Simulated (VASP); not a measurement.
# AlN (P6_3mc) in VASP: further runs

AlN is run at these levels: PBE; tasks: relaxation of the atoms.

Program: VASP 6.6.1. These are calculated values, not measurements. Logs are shortened: lines on timing, memory, paths and dates and some standing lists are left out, and cuts for length are marked.

## Step 1: The cell of the first run

It takes space group P6_3mc (No. 186, hexagonal). Conventional cell: a = 3.110 Å, b = 3.110 Å, c = 4.930 Å, α = 90.00°, β = 90.00°, γ = 120.00°. Within 2.5 Å of Al (site symmetry 3m) lie 4 N at 1.88 to 1.89 Å. Within 2.5 Å of N (site symmetry 3m) lie 4 Al at 1.88 to 1.89 Å.

## Step 2: Relaxation of the atoms, PBE (z stretched by -1 %)

File INCAR:

```
SYSTEM = AlN
PREC = Accurate
ENCUT = 520
EDIFF = 1E-6
ISMEAR = -1
SIGMA = 0.02
LREAL = .False.
LASPH = .True.
NELM = 60
ALGO = Normal
ISIF = 2
LWAVE = .False.
LCHARG = .False.
GGA = PE
IBRION = 2
NSW = 80
EDIFFG = -0.02
```

File KPOINTS:

```
Automatic mesh
0
Gamma
  11 11 6
  0 0 0
```

File POSCAR:

```
AlN
1.0
    3.1100000000      0.0000000000      0.0000000000
   -1.5550000000      2.6933390058      0.0000000000
    0.0000000000      0.0000000000      4.9302000000
Al N
2 2
Direct
    0.6666666667      0.3333333333      0.0000000000
    0.3333333333      0.6666666667      0.5000000000
    0.6666666667      0.3333333333      0.3820000000
    0.3333333333      0.6666666667      0.8820000000
```

Potentials or basis: VASP PAW PBE potentials, release 64 (Al, N).

On the command line:

```
$ cat potpaw_PBE.64/Al/POTCAR potpaw_PBE.64/N/POTCAR > POTCAR
$ mpirun -np 1 vasp_std > vasp.out
```

OUTCAR:

```text
SYSTEM = AlN
   PREC = Accurate
   ENCUT = 520
   EDIFF = 1E-6
   ISMEAR = -1
   LREAL = .False.
   LASPH = .True.
   NELM = 60
   ISIF = 2
   GGA = PE
   IBRION = 2
   NSW = 80
   EDIFFG = -0.02

 ion  position               nearest neighbor table
   1  0.667  0.333  0.000-   3 1.88   4 1.89   4 1.89   4 1.89   2 3.05   2 3.05   2 3.05   2 3.05
                             2 3.05   2 3.05
   2  0.333  0.667  0.500-   4 1.88   3 1.89   3 1.89   3 1.89   1 3.05   1 3.05   1 3.05   1 3.05
                             1 3.05   1 3.05
   3  0.667  0.333  0.382-   1 1.88   2 1.89   2 1.89   2 1.89
   4  0.333  0.667  0.882-   2 1.88   1 1.89   1 1.89   1 1.89

  LATTYP: Found a hexagonal cell.
 ALAT       =     3.1100000000
 C/A-ratio  =     1.5852733119

  Lattice vectors:

 A1 = (   3.1100000000,   0.0000000000,   0.0000000000)
 A2 = (  -1.5550000000,   2.6933390058,   0.0000000000)
 A3 = (   0.0000000000,   0.0000000000,   4.9302000000)

Analysis of symmetry for initial positions (statically):
=====================================================================
 Subroutine PRICEL returns:
 Original cell was already a primitive cell.

 Routine SETGRP: Setting up the symmetry group for a
 hexagonal supercell.

 Subroutine GETGRP returns: Found 12 space group operations
 (whereof  6 operations were pure point group operations)
 out of a pool of 24 trial point group operations.

The static configuration has the point symmetry C_3v.
 The point group associated with its full space group is C_6v.

Analysis of symmetry for dynamics (positions and initial velocities):
=====================================================================
 Subroutine PRICEL returns:
 Original cell was already a primitive cell.

 Routine SETGRP: Setting up the symmetry group for a
 hexagonal supercell.

 Subroutine GETGRP returns: Found 12 space group operations
 (whereof  6 operations were pure point group operations)
 out of a pool of 24 trial point group operations.

The dynamic configuration has the point symmetry C_3v.
 The point group associated with its full space group is C_6v.

 Subroutine INISYM returns: Found 12 space group operations
 (whereof  6 operations are pure point group operations),
 and found     1 'primitive' translations

----------------------------------------------------------------------------------------

                                     Primitive cell

  volume of cell :      41.2968

  direct lattice vectors                    reciprocal lattice vectors
     3.110000000  0.000000000  0.000000000     0.321543408  0.185643173  0.000000000
    -1.555000000  2.693339006  0.000000000     0.000000000  0.371286347  0.000000000
     0.000000000  0.000000000  4.930200000     0.000000000  0.000000000  0.202831528

  length of vectors
     3.110000000  3.110000000  4.930200000     0.371286347  0.371286347  0.202831528

  position of ions in fractional coordinates (direct lattice)
     0.666666667  0.333333333  0.000000000
     0.333333333  0.666666667  0.500000000
     0.666666667  0.333333333  0.382000000
     0.333333333  0.666666667  0.882000000

  ion indices of the primitive-cell ions
   primitive index   ion index
                 1           1
                 2           2
                 3           3
                 4           4

----------------------------------------------------------------------------------------

 KPOINTS: Automatic mesh

Automatic generation of k-mesh.
 Grid dimensions read from file:
 generate k-points for:   11   11    6

 Generating k-lattice:

  Cartesian coordinates                     Fractional coordinates (reciprocal lattice)
     0.029231219  0.016876652  0.000000000     0.090909091  0.000000000  0.000000000
     0.000000000  0.033753304  0.000000000     0.000000000  0.090909091  0.000000000
     0.000000000  0.000000000  0.033805255     0.000000000  0.000000000  0.166666667

  Length of vectors
     0.033753304  0.033753304  0.033805255

  Shift w.r.t. Gamma in fractional coordinates (k-lattice)
     0.000000000  0.000000000  0.000000000

 Subroutine IBZKPT returns following result:
 ===========================================

 Found     64 irreducible k-points:

 Following reciprocal coordinates:
            Coordinates               Weight
  0.000000  0.000000  0.000000      1.000000
  0.090909  0.000000  0.000000      6.000000
  0.181818  0.000000  0.000000      6.000000
  0.272727  0.000000  0.000000      6.000000
  0.363636  0.000000  0.000000      6.000000
  0.454545  0.000000  0.000000      6.000000
[... 16 lines left out ...]
  0.090909  0.090909  0.166667     12.000000
  0.181818  0.090909  0.166667     24.000000
 [... further k-points ...]
   k-points           NKPTS =     64   k-points in BZ     NKDIM =     64   number of bands    NBANDS=     12
   number of dos      NEDOS =    301   number of ions     NIONS =      4
   total plane-waves  NPLWV =  23040
   dimension x,y,z NGX =    24 NGY =   24 NGZ =   40
   dimension x,y,z NGXF=    48 NGYF=   48 NGZF=   80
   ions per type =               2   2
   NGX,Y,Z   is equivalent  to a cutoff of  12.83, 12.83, 13.49 a.u.
   NGXF,Y,Z  is equivalent  to a cutoff of  25.66, 25.66, 26.98 a.u.
 SYSTEM =  AlN
   PREC   = accura    normal or accurate (medium, high low for compatibility)
   ISTART =      0    job   : 0-new  1-cont  2-samecut
   ICHARG =      2    charge: 1-file 2-atom 10-const
   ISPIN  =      1    spin polarized calculation?
   LNONCOLLINEAR =      F non collinear calculations
   LSORBIT =      F    spin-orbit coupling
   LASPH  =      T    aspherical Exc in radial PAW
   ENCUT  =  520.0 eV  38.22 Ry    6.18 a.u.   5.78  5.78  9.17*2*pi/ulx,y,z
   NELM   =     60;   NELMIN=  2; NELMDL= -5     # of ELM steps
   EDIFF  = 0.1E-05   stopping-criterion for ELM
   LREAL  =      F    real-space projection
   EDIFFG = -.2E-01   stopping-criterion for IOM
   NSW    =     80    number of steps for IOM
   IBRION =      2    ionic relax: 0-MD 1-quasi-New 2-CG
   NFREE  =      1    steps in history (QN), initial steepest desc. (CG)
   ISIF   =      2    stress and relaxation
   ISYM   =      2    0-nonsym 1-usesym 2-fastsym
   POTIM  = 0.5000    time-step for ionic-motion
   TEBEG  =    0.0;   TEEND  =   0.0 temperature during run
   PSTRESS=    0.0 pullay stress
   NELECT =      16.0000    total number of electrons
   NUPDOWN=      -1.0000    fix difference up-down
   EMIN   =  10.00;   EMAX   =-10.00  energy-range for DOS
   EFERMI =   0.00;   METHOD = LEGACY
   ISMEAR =    -1;   SIGMA  =   0.02  broadening in eV -4-tet -1-fermi 0-gaus
   EFERMI_NEDOS =   21; number of points for ismear=-14 and -15
   IALGO  =     38    algorithm
   IMIX   =      4    mixing-type and parameters
     AMIX     =   0.40;   BMIX     =  1.00
     AMIX_MAG =   1.60;   BMIX_MAG =  1.00
  volume/ion in A,a.u.               =      10.32        69.67
  Fermi-wavevector in a.u.,A,eV,Ry     =   1.193465  2.255321 19.379561  1.424358
  Thomas-Fermi vector in A             =   2.329478
   LORBIT       =      0    0 simple, 1 ext, 2 COOP (PROOUT), +10 PAW based schemes
   GGA     = PE    functional components
   LHFCALC =     F    Hartree Fock is set to
   AEXX    =    0.0000 exact exchange contribution
   IVDW    =     0    specifies the selected vdW correction
   LEPSILON=     F    determine dielectric tensor
   LRPA    =     F    only Hartree local field effects (RPA)
 conjugate gradient relaxation of ions
 non-spin polarized calculation
  energy-cutoff  :      520.00
  volume of cell :       41.30
 maximum number of plane-waves:      1134
 NGX is ok and might be reduce to    24
   NGX = 11   NGY = 11   NGZ = 19

--------------------------------------- Ionic step        1  -------------------------------------------

 number of electron      15.9999997 magnetization

 Free energy of the ion-electron system (eV)
  ---------------------------------------------------
  ext. energy  EPLUGINS =         0.00000000
  ---------------------------------------------------
  free energy    TOTEN  =       -29.75419893 eV

  energy without entropy =      -29.75419893  energy(sigma->0) =      -29.75419893

------------------------ aborting loop because EDIFF is reached ----------------------------------------

  FORCE on cell =-STRESS in cart. coord.  units (eV):
  Direction    XX          YY          ZZ          XY          YZ          ZX
  --------------------------------------------------------------------------------------
  -------------------------------------------------------------------------------------
  Total        1.1914233      1.1914233      2.2203121      0.0000000      0.0000000      0.0000000
  in kB       46.2232745     46.2232745     86.1407513      0.0000000      0.0000000      0.0000000
  external PRESSURE =      59.5291001 kB  Pullay stress =       0.0000000 kB
[... 61 lines left out ...]
  energy  without entropy=      -29.7553183625  energy(sigma->0) =      -29.75531836

--------------------------------------- Ionic step        3  -------------------------------------------

 number of electron      15.9999997 magnetization

 Free energy of the ion-electron system (eV)
  ---------------------------------------------------
  ext. energy  EPLUGINS =         0.00000000
  ---------------------------------------------------
  free energy    TOTEN  =       -29.75541729 eV

  energy without entropy =      -29.75541729  energy(sigma->0) =      -29.75541729

 E-fermi :   6.7274     XC(G=0): -10.9598

 val. band max:        6.3334161615   @ k =   0.0000   0.0000   0.0000
 cond. band min:      10.5814568299   @ k =   0.0000   0.0000   0.0000
 fundamental gap:      4.2480406685
 Fermi energy:         6.7273966549

 k-point     1 :       0.0000    0.0000    0.0000
  band No.  band energies     occupation
      1      -8.9937      2.00000
      2      -6.7693      2.00000
      3       0.2588      2.00000
      4       5.3395      2.00000
      5       5.3395      2.00000
      6       6.0214      2.00000
      7       6.0214      2.00000
      8       6.3334      2.00000
      9      10.5815      0.00000
     10      12.9350      0.00000
     11      17.0470      0.00000
     12      17.3992      0.00000
[... 331 lines left out ...]
 k-point    24 :       0.1818    0.0909    0.1667
  band No.  band energies     occupation
      1      -8.1938      2.00000
      2      -6.5928      2.00000
      3       1.2878      2.00000
      4       3.2033      2.00000
      5       3.6095      2.00000
      6       4.7035      2.00000
      7       5.5599      2.00000
      8       5.8854      2.00000
      9      12.6013      0.00000
     10      14.2479      0.00000
     11      14.7128      0.00000
     12      15.7348      0.00000

 [... further k-points ...]

------------------------ aborting loop because EDIFF is reached ----------------------------------------

  FORCE on cell =-STRESS in cart. coord.  units (eV):
  Direction    XX          YY          ZZ          XY          YZ          ZX
  --------------------------------------------------------------------------------------
  -------------------------------------------------------------------------------------
  Total        1.2987162      1.2987162      1.9439571      0.0000000      0.0000000      0.0000000
  in kB       50.3858840     50.3858840     75.4190936      0.0000000      0.0000000      0.0000000
  external PRESSURE =      58.7302872 kB  Pullay stress =       0.0000000 kB
[... 19 lines left out ...]
  FREE ENERGIE OF THE ION-ELECTRON SYSTEM (eV)
  ---------------------------------------------------
  free  energy   TOTEN  =       -29.7554172925 eV

  energy  without entropy=      -29.7554172925  energy(sigma->0) =      -29.75541729

 reached required accuracy - stopping structural energy minimisation
```

Wall time 17 s (1 thread of Intel Xeon 6975P-C (Granite Rapids), shared host); peak memory 0.17 GiB.

What came out:

```
Free energy               : -29.7554 eV
Energy gained by relaxing : 0.3 meV/atom
Ionic steps               : 3
Pressure after relaxing   : 5.9 GPa
Band gap on the k mesh    : 4.25 eV
```

The path:
```tsv
step	energy change (eV)	largest force (eV/Å)	pressure (GPa)
1	0.0000	0.1280	5.95
2	-0.0011	0.0358	5.86
3	-0.0012	0.0015	5.87
```

Final structure:
```xyz
4
Lattice="3.1100 0.0000 0.0000 -1.5550 2.6933 0.0000 0.0000 0.0000 4.9302" Properties=species:S:1:pos:R:3 pbc="T T T"
Al    1.5550    0.8978    4.9254
Al    0.0000    1.7956    2.4603
N     1.5550    0.8978    1.8881
N     0.0000    1.7956    4.3532
```

Caveat: the cell differs from its parent crystal (z stretched by -1 %). A k mesh can miss the band edges.

## Step 3: Relaxation of the atoms, PBE

This run uses another cell than the first one, of 10.43 Å³/atom.

File INCAR:

```
SYSTEM = AlN
  PREC = Accurate
  ENCUT = 520
  EDIFF = 1E-6
  ISMEAR = -1
  SIGMA = 0.02
  LREAL = .False.
  LASPH = .True.
  NELM = 100
  ALGO = Normal
  ISIF = 2
  LWAVE = .False.
  LCHARG = .False.
  GGA = PE
  IBRION = 2
  NSW = 80
  EDIFFG = -0.02
```

File KPOINTS:

```
regular mesh
0
Gamma
  11 11 6
  0 0 0
```

POSCAR, as its differences from that of step 2:

```diff
@@ -4,3 +4,3 @@
    -1.5550000000      2.6933390058      0.0000000000
-    0.0000000000      0.0000000000      4.9302000000
+    0.0000000000      0.0000000000      4.9800000000
 Al N
```

Potentials or basis: VASP PAW PBE potentials, release 64 (Al, N).

On the command line:

```
$ cat potpaw_PBE.64/Al/POTCAR potpaw_PBE.64/N/POTCAR > POTCAR
$ mpirun -np 1 vasp_std > vasp.out
```

It took 10 s on 1 thread of Intel Xeon 6975P-C (Granite Rapids), shared host; peak memory 0.17 GiB.

Results (log left out):

| Quantity | Value |
| --- | --- |
| Free energy | -29.7705 eV |
| Pressure after relaxing | 3.9 GPa |
| Largest force after relaxing | 0.009 eV/Å |
| Band gap on the k mesh | 4.21 eV |

Forces on the atoms (eV/Å):
```
Al   0.000  0.000  0.009
Al   0.000  0.000  0.009
N    0.000  0.000 -0.009
N    0.000  0.000 -0.009
```

Stress tensor (GPa, compression positive):
```
3.91 0.00 0.00
0.00 3.91 0.00
0.00 0.00 3.83
```

Final structure:
```yaml
crystal:
  lattice:
    - [3.11000, 0.00000, 0.00000]
    - [-1.55500, 2.69334, 0.00000]
    - [0.00000, 0.00000, 4.98000]
  atoms:
    - { symbol: Al, position: [0.66667, 0.33333, 0.00000] }
    - { symbol: Al, position: [0.33333, 0.66667, 0.50000] }
    - { symbol: N, position: [0.66667, 0.33333, 0.38200] }
    - { symbol: N, position: [0.33333, 0.66667, 0.88200] }
```

Levels at points of the mesh, in eV from the valence-band top:
```tsv
k point	band 4	band 5	band 6	band 7	band 8	band 9	band 10	band 11	band 12
(0.00, 0.00, 0.00)	-0.87	-0.87	-0.22	-0.22	0.00	4.21	6.67	10.62	11.15
(0.00, 0.00, 0.50)	-3.34	-0.56	-0.56	-0.56	-0.56	6.48	6.48	10.33	10.33
```

Caveat: the relaxation stopped at its first step, so nothing moved. A k mesh can miss the band edges.

## Step 4: Relaxation of the atoms, PBE (z stretched by +1 %)

File INCAR:

```
SYSTEM = AlN
ALGO = Normal
EDIFF = 1E-6
EDIFFG = -0.02
ENCUT = 520
GGA = PE
IBRION = 2
ISIF = 2
ISMEAR = -1
LASPH = .True.
LCHARG = .False.
LREAL = .False.
LWAVE = .False.
NELM = 60
NSW = 80
PREC = Accurate
SIGMA = 0.02
```

File KPOINTS:

```
k-points
0
Gamma
  11 11 6
  0 0 0
```

POSCAR, as its differences from that of step 3:

```diff
@@ -4,3 +4,3 @@
    -1.5550000000      2.6933390058      0.0000000000
-    0.0000000000      0.0000000000      4.9800000000
+    0.0000000000      0.0000000000      5.0298000000
 Al N
```

On the command line:

```
$ cat potpaw_PBE.64/Al/POTCAR potpaw_PBE.64/N/POTCAR > POTCAR
$ mpirun -np 1 vasp_std > vasp.out
```

It took 18 s on 1 thread of Intel Xeon 6975P-C (Granite Rapids), shared host; peak memory 0.17 GiB.

Results (log left out):

```
Free energy               : -29.7760 eV
Energy gained by relaxing : 0.3 meV/atom
Ionic steps               : 3
Pressure after relaxing   : 1.9 GPa
Band gap on the k mesh    : 4.18 eV
```

Stress tensor (GPa, compression positive):
```
2.80 0.00 0.00
0.00 2.80 0.00
0.00 0.00 0.19
```

The path:
```csv
step,energy change (eV),largest force (eV/Å),pressure (GPa)
1,0.0000,0.1212,1.95
2,-0.0012,0.0204,1.93
3,-0.0012,0.0012,1.93
```

Final structure:
```
Al N
1.0
     3.11000    0.00000    0.00000
    -1.55500    2.69334    0.00000
     0.00000    0.00000    5.02980
Al N
2 2
Direct
  0.66667 0.33333 0.00100
  0.33333 0.66667 0.50100
  0.66667 0.33333 0.38100
  0.33333 0.66667 0.88100
```

Levels at points of the mesh, in eV from the valence-band top:
```
           k point  band 4  band 5  band 6  band 7  band 8  band 9  band 10  band 11  band 12
(0.00, 0.00, 0.00)   -0.75   -0.75   -0.13   -0.13    0.00    4.18     6.73    10.53    11.24
(0.00, 0.00, 0.50)   -3.31   -0.45   -0.45   -0.45   -0.45    6.48     6.48    10.26    10.26
```

Caveat: the cell differs from its parent crystal (z stretched by +1 %). A k mesh can miss the band edges.

## Step 5: Summary

| cell | gap on the mesh (eV) | pressure (GPa) |
| --- | --- | --- |
| atoms relaxed from a = 3.110, b = 3.110, c = 4.930 Å, angles 90.0, 90.0, 120.0°, 4 atoms | 4.25 | 5.9 |
| atoms relaxed from a = 3.110, b = 3.110, c = 4.980 Å, angles 90.0, 90.0, 120.0°, 4 atoms | 4.21 | 3.9 |
| atoms relaxed from a = 3.110, b = 3.110, c = 5.030 Å, angles 90.0, 90.0, 120.0°, 4 atoms | 4.18 | 1.9 |

Alike in all rows: task relaxation of the atoms; level PBE; potentials or basis VASP PAW PBE potentials, release 64 (Al, N); no spin polarisation; k mesh 11 × 11 × 6; cutoff (eV) 520; smearing fermi-dirac 0.02 eV.

Caveats: the relaxation stopped at its first step, so nothing moved (at least some runs).

Total energies depend on the potentials used, so only differences within one code and one set of settings carry meaning.
